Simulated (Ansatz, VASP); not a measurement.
# KIr3: VASP beside Ansatz

```
K Ir
1.0
    -2.68833    2.68833    2.68833
     2.68833   -2.68833    2.68833
     2.68833    2.68833   -2.68833
K Ir
1 3
Direct
  0.00000 0.00000 0.00000
  0.00000 0.50000 0.50000
  0.50000 0.00000 0.50000
  0.50000 0.50000 0.00000
```

Alike in both runs: functional PBE; k mesh 12 × 12 × 12; occupations gaussian, width 0.1 eV; no spin polarisation.

Ansatz relaxed the structure, and its values are those at the end. VASP's run is a single point on that final structure, the one shown.

|  | VASP | Ansatz |
| --- | --- | --- |
| version | VASP 6.6.1 | Ansatz 0.2.0 |
| potentials or method | VASP PAW PBE potentials, release 64 (K_sv, Ir), cutoff 520 eV | scalar-relativistic, plane waves, PAW |
| valence electrons in the cell | 36 | 60 |

|  | VASP | Ansatz | Ansatz less VASP |
| --- | --- | --- | --- |
| gap on the k mesh at the Fermi level (eV) | none | none | - |
| pressure (GPa) | 0.4 | 0.0 | -0.43 |

A gap of «none» marks a metal or a gap that the smearing closes. VASP's potentials hold 36 valence electrons a cell and Ansatz's 60, so a difference there can come from the potentials and not from the codes.

Spin-orbit coupling is off throughout.
